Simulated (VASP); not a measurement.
# CaF2 (Fm-3m) in VASP: further runs

Aim: see how the results for CaF2 move with the level of theory and the settings. Levels: r2SCAN, PBE. Tasks: single point.

Everything below comes from runs of VASP 6.6.1. Logs are shortened: lines on timing, memory, paths and dates and some standing lists are left out, and cuts for length are marked.

## (1) The cell of the first run

Symmetry: Fm-3m, No. 225, cubic system. The conventional cell has a = 5.546 Å, b = 5.546 Å, c = 5.546 Å, α = 90.00°, β = 90.00°, γ = 90.00°. Ca (site symmetry m-3m) has 8 F at 2.40 Å within 3.2 Å. Within 3.2 Å of F (site symmetry -43m) lie 4 Ca at 2.40 Å and 6 F at 2.77 Å.

## (2) Single point, r2SCAN (14.21 Å³/atom)

The input, POSCAR:

```
CaF2
1.0
    0.0000000000      2.7729318666      2.7729318666
    2.7729318666      0.0000000000      2.7729318666
    2.7729318666      2.7729318666      0.0000000000
Ca F
1 2
Direct
    0.0000000000      0.0000000000      0.0000000000
    0.2500000000      0.2500000000      0.2500000000
    0.7500000000      0.7500000000      0.7500000000
```

The input, INCAR.step1:

```
SYSTEM = CaF2
PREC = Accurate ; ENCUT = 660
ISMEAR = 0 ; SIGMA = 0.01
LREAL = .False. ; LASPH = .True.
NELM = 120 ; NBANDS = 19
GGA = PE ; ALGO = Normal
EDIFF = 1E-5 ; LWAVE = .True.
LCHARG = .False. ; GGA_COMPAT = .False.
```

The input, INCAR.step2:

```
SYSTEM = CaF2
PREC = Accurate ; ENCUT = 660
EDIFF = 1E-6 ; ISMEAR = 0
SIGMA = 0.01 ; LREAL = .False.
LASPH = .True. ; NELM = 120
ALGO = Normal ; ISIF = 2
LWAVE = .False. ; LCHARG = .False.
METAGGA = R2SCAN ; LMIXTAU = .True.
NBANDS = 19 ; ISTART = 1
GGA_COMPAT = .False.
```

The input, KPOINTS:

```
regular mesh
0
Gamma
  6 6 6
  0 0 0
```

Potentials or basis: VASP PAW PBE potentials, release 64 (Ca_sv, F).

Launch:

```sh
$ cat potpaw_PBE.64/Ca_sv/POTCAR potpaw_PBE.64/F/POTCAR > POTCAR
$ cp INCAR.step1 INCAR
$ mpirun -np 1 vasp_std > vasp.out
$ cp INCAR.step2 INCAR
$ mpirun -np 1 vasp_std > vasp.out
```

OUTCAR:

```text
SYSTEM = CaF2
   PREC = Accurate
   ENCUT = 660
   EDIFF = 1E-6
   ISMEAR = 0
   LREAL = .False.
   LASPH = .True.
   NELM = 120
   ISIF = 2
   METAGGA = R2SCAN
   ISTART = 1

 ion  position               nearest neighbor table
   1  0.000  0.000  0.000-   3 2.40   3 2.40   3 2.40   2 2.40   3 2.40   2 2.40   2 2.40   2 2.40

   2  0.250  0.250  0.250-   1 2.40   1 2.40   1 2.40   1 2.40
   3  0.750  0.750  0.750-   1 2.40   1 2.40   1 2.40   1 2.40

  LATTYP: Found a face centered cubic cell.
 ALAT       =     5.5458637332

  Lattice vectors:

 A1 = (   0.0000000000,   2.7729318666,   2.7729318666)
 A2 = (   2.7729318666,   0.0000000000,   2.7729318666)
 A3 = (   2.7729318666,   2.7729318666,   0.0000000000)

Analysis of symmetry for initial positions (statically):
=====================================================================
 Subroutine PRICEL returns:
 Original cell was already a primitive cell.

 Routine SETGRP: Setting up the symmetry group for a
 face centered cubic supercell.

 Subroutine GETGRP returns: Found 48 space group operations
 (whereof 48 operations were pure point group operations)
 out of a pool of 48 trial point group operations.

The static configuration has the point symmetry O_h .

Analysis of symmetry for dynamics (positions and initial velocities):
=====================================================================
 Subroutine PRICEL returns:
 Original cell was already a primitive cell.

 Routine SETGRP: Setting up the symmetry group for a
 face centered cubic supercell.

 Subroutine GETGRP returns: Found 48 space group operations
 (whereof 48 operations were pure point group operations)
 out of a pool of 48 trial point group operations.

The dynamic configuration has the point symmetry O_h .

 Subroutine INISYM returns: Found 48 space group operations
 (whereof 48 operations are pure point group operations),
 and found     1 'primitive' translations

----------------------------------------------------------------------------------------

                                     Primitive cell

  volume of cell :      42.6430

  direct lattice vectors                    reciprocal lattice vectors
     0.000000000  2.772931867  2.772931867    -0.180314564  0.180314564  0.180314564
     2.772931867  0.000000000  2.772931867     0.180314564 -0.180314564  0.180314564
     2.772931867  2.772931867  0.000000000     0.180314564  0.180314564 -0.180314564

  length of vectors
     3.921517853  3.921517853  3.921517853     0.312313986  0.312313986  0.312313986

  position of ions in fractional coordinates (direct lattice)
     0.000000000  0.000000000  0.000000000
     0.250000000  0.250000000  0.250000000
     0.750000000  0.750000000  0.750000000

  ion indices of the primitive-cell ions
   primitive index   ion index
                 1           1
                 2           2
                 3           3

----------------------------------------------------------------------------------------

 KPOINTS: regular mesh

Automatic generation of k-mesh.
 Grid dimensions read from file:
 generate k-points for:    6    6    6

 Generating k-lattice:

  Cartesian coordinates                     Fractional coordinates (reciprocal lattice)
    -0.030052427  0.030052427  0.030052427     0.166666667  0.000000000  0.000000000
     0.030052427 -0.030052427  0.030052427     0.000000000  0.166666667  0.000000000
     0.030052427  0.030052427 -0.030052427     0.000000000  0.000000000  0.166666667

  Length of vectors
     0.052052331  0.052052331  0.052052331

  Shift w.r.t. Gamma in fractional coordinates (k-lattice)
     0.000000000  0.000000000  0.000000000

 Subroutine IBZKPT returns following result:
 ===========================================

 Found     16 irreducible k-points:

 Following reciprocal coordinates:
            Coordinates               Weight
  0.000000  0.000000  0.000000      1.000000
  0.166667  0.000000  0.000000      8.000000
  0.333333  0.000000  0.000000      8.000000
  0.500000  0.000000  0.000000      4.000000
  0.166667  0.166667  0.000000      6.000000
  0.333333  0.166667  0.000000     24.000000
[... 8 lines left out ...]
 -0.333333  0.333333  0.166667     24.000000
 -0.333333  0.500000  0.166667     12.000000
   k-points           NKPTS =     16   k-points in BZ     NKDIM =     16   number of bands    NBANDS=     19
   number of dos      NEDOS =    301   number of ions     NIONS =      3
   total plane-waves  NPLWV =  46656
   dimension x,y,z NGX =    36 NGY =   36 NGZ =   36
   dimension x,y,z NGXF=    72 NGYF=   72 NGZF=   72
   ions per type =               1   2
   NGX,Y,Z   is equivalent  to a cutoff of  15.26, 15.26, 15.26 a.u.
   NGXF,Y,Z  is equivalent  to a cutoff of  30.52, 30.52, 30.52 a.u.
 SYSTEM =  CaF2
   PREC   = accura    normal or accurate (medium, high low for compatibility)
   ISTART =      1    job   : 0-new  1-cont  2-samecut
   ICHARG =      0    charge: 1-file 2-atom 10-const
   ISPIN  =      1    spin polarized calculation?
   LNONCOLLINEAR =      F non collinear calculations
   LSORBIT =      F    spin-orbit coupling
   LASPH  =      T    aspherical Exc in radial PAW
   ENCUT  =  660.0 eV  48.51 Ry    6.96 a.u.   8.21  8.21  8.21*2*pi/ulx,y,z
   NELM   =    120;   NELMIN=  2; NELMDL=  0     # of ELM steps
   EDIFF  = 0.1E-05   stopping-criterion for ELM
   LREAL  =      F    real-space projection
   EDIFFG = 0.1E-04   stopping-criterion for IOM
   NSW    =      0    number of steps for IOM
   IBRION =     -1    ionic relax: 0-MD 1-quasi-New 2-CG
   NFREE  =      0    steps in history (QN), initial steepest desc. (CG)
   ISIF   =      2    stress and relaxation
   ISYM   =      2    0-nonsym 1-usesym 2-fastsym
   POTIM  = 0.5000    time-step for ionic-motion
   TEBEG  =    0.0;   TEEND  =   0.0 temperature during run
   PSTRESS=    0.0 pullay stress
   NELECT =      24.0000    total number of electrons
   NUPDOWN=      -1.0000    fix difference up-down
   EMIN   =  10.00;   EMAX   =-10.00  energy-range for DOS
   EFERMI =   0.00;   METHOD = LEGACY
   ISMEAR =     0;   SIGMA  =   0.01  broadening in eV -4-tet -1-fermi 0-gaus
   EFERMI_NEDOS =   21; number of points for ismear=-14 and -15
   IALGO  =     38    algorithm
   IMIX   =      4    mixing-type and parameters
     AMIX     =   0.40;   BMIX     =  1.00
     AMIX_MAG =   1.60;   BMIX_MAG =  1.00
  volume/ion in A,a.u.               =      14.21        95.92
  Fermi-wavevector in a.u.,A,eV,Ry     =   1.351645  2.554239 24.857093  1.826945
  Thomas-Fermi vector in A             =   2.479050
   LORBIT       =      0    0 simple, 1 ext, 2 COOP (PROOUT), +10 PAW based schemes
   METAGGA = R2SCAN    functional components
   LHFCALC =     F    Hartree Fock is set to
   AEXX    =    0.0000 exact exchange contribution
   IVDW    =     0    specifies the selected vdW correction
   LEPSILON=     F    determine dielectric tensor
   LRPA    =     F    only Hartree local field effects (RPA)
 non-spin polarized calculation
 Gauss-broadening in eV      SIGMA  =   0.01
  energy-cutoff  :      660.00
  volume of cell :       42.64
 maximum number of plane-waves:      1676
 NGX is ok and might be reduce to    36
   NGX = 17   NGY = 17   NGZ = 17

 number of electron      24.0000004 magnetization

 Free energy of the ion-electron system (eV)
  ---------------------------------------------------
  ext. energy  EPLUGINS =         0.00000000
  ---------------------------------------------------
  free energy    TOTEN  =       -25.93459743 eV

  energy without entropy =      -25.93459743  energy(sigma->0) =      -25.93459743

 E-fermi :  -1.6775     XC(G=0): -10.0003

 val. band max:       -1.7793120396   @ k =   0.5000   0.5000   0.0000
 cond. band min:       5.9071647530   @ k =   0.0000   0.0000   0.0000
 fundamental gap:      7.6864767926
 Fermi energy:        -1.6775426311

 k-point     1 :       0.0000    0.0000    0.0000
  band No.  band energies     occupation
      1     -39.2541      2.00000
      2     -22.7330      2.00000
      3     -22.0500      2.00000
      4     -19.3154      2.00000
      5     -19.3154      2.00000
      6     -19.3154      2.00000
[... 11 lines left out ...]
     18      10.0192      0.00000
     19      15.6623      0.00000

 k-point     2 :       0.1667    0.0000    0.0000
  band No.  band energies     occupation
      1     -39.2476      2.00000
      2     -22.7706      2.00000
      3     -22.1104      2.00000
      4     -19.3239      2.00000
      5     -19.3239      2.00000
      6     -19.2296      2.00000
[... 11 lines left out ...]
     18       9.9584      0.00000
     19      14.4909      0.00000

 k-point     3 :       0.3333    0.0000    0.0000
  band No.  band energies     occupation
      1     -39.2347      2.00000
      2     -22.7946      2.00000
      3     -22.2888      2.00000
      4     -19.3409      2.00000
      5     -19.3409      2.00000
      6     -19.0463      2.00000
[... 11 lines left out ...]
     18       9.8367      0.00000
     19      12.9436      0.00000

 k-point     4 :       0.5000    0.0000    0.0000
  band No.  band energies     occupation
      1     -39.2281      2.00000
      2     -22.7653      2.00000
      3     -22.4209      2.00000
      4     -19.3494      2.00000
      5     -19.3494      2.00000
      6     -18.9505      2.00000
[... 231 lines left out ...]
     18      10.6527      0.00000
     19      13.9657      0.00000

 k-point    15 :      -0.3333    0.3333    0.1667
  band No.  band energies     occupation
      1     -39.2217      2.00000
      2     -22.6867      2.00000
      3     -22.6031      2.00000
      4     -19.3838      2.00000
      5     -19.1375      2.00000
      6     -19.0450      2.00000
[... 11 lines left out ...]
     18      11.8187      0.00000
     19      13.3413      0.00000

 k-point    16 :      -0.3333    0.5000    0.1667
  band No.  band energies     occupation
      1     -39.2195      2.00000
      2     -22.8091      2.00000
      3     -22.4951      2.00000
      4     -19.4011      2.00000
      5     -19.2256      2.00000
      6     -18.9318      2.00000
[... 11 lines left out ...]
     18      13.0175      0.00000
     19      13.3101      0.00000

------------------------ aborting loop because EDIFF is reached ----------------------------------------

  FORCE on cell =-STRESS in cart. coord.  units (eV):
  Direction    XX          YY          ZZ          XY          YZ          ZX
  --------------------------------------------------------------------------------------
  -------------------------------------------------------------------------------------
  Total       -1.1538637     -1.1538637     -1.1538637     -0.0000000      0.0000000      0.0000000
  in kB      -43.3528359    -43.3528359    -43.3528359     -0.0000000      0.0000000      0.0000000
  external PRESSURE =     -43.3528359 kB  Pullay stress =       0.0000000 kB

 VOLUME and BASIS-vectors are now :
 -----------------------------------------------------------------------------
  energy-cutoff  :      660.00
  volume of cell :       42.64
      direct lattice vectors                 reciprocal lattice vectors
     0.000000000  2.772931867  2.772931867    -0.180314564  0.180314564  0.180314564
     2.772931867  0.000000000  2.772931867     0.180314564 -0.180314564  0.180314564
     2.772931867  2.772931867  0.000000000     0.180314564  0.180314564 -0.180314564

 POSITION                                       TOTAL-FORCE (eV/Angst)
 -----------------------------------------------------------------------------------
      0.00000      0.00000      0.00000         0.000000      0.000000      0.000000
      1.38647      1.38647      1.38647        -0.000000     -0.000000     -0.000000
      4.15940      4.15940      4.15940         0.000000     -0.000000      0.000000
 -----------------------------------------------------------------------------------
    total drift:                                0.000000      0.000000      0.000000

  FREE ENERGIE OF THE ION-ELECTRON SYSTEM (eV)
  ---------------------------------------------------
  free  energy   TOTEN  =       -25.9345974303 eV

  energy  without entropy=      -25.9345974303  energy(sigma->0) =      -25.93459743
```

Run time: 1.8 min. Hardware: 1 thread of Intel Xeon 8259CL, shared host; peak memory 0.21 GiB.

Results:

* Free energy: -25.9346 eV
* Pressure: -4.3 GPa
* Band gap on the k mesh: 7.69 eV (least direct gap 7.94 eV)

Caveat: the cell stands under tension; the PAW data sets were made with another functional, which shifts forces and pressure a little. A k mesh can miss the band edges.

[end of part 1 of 2]
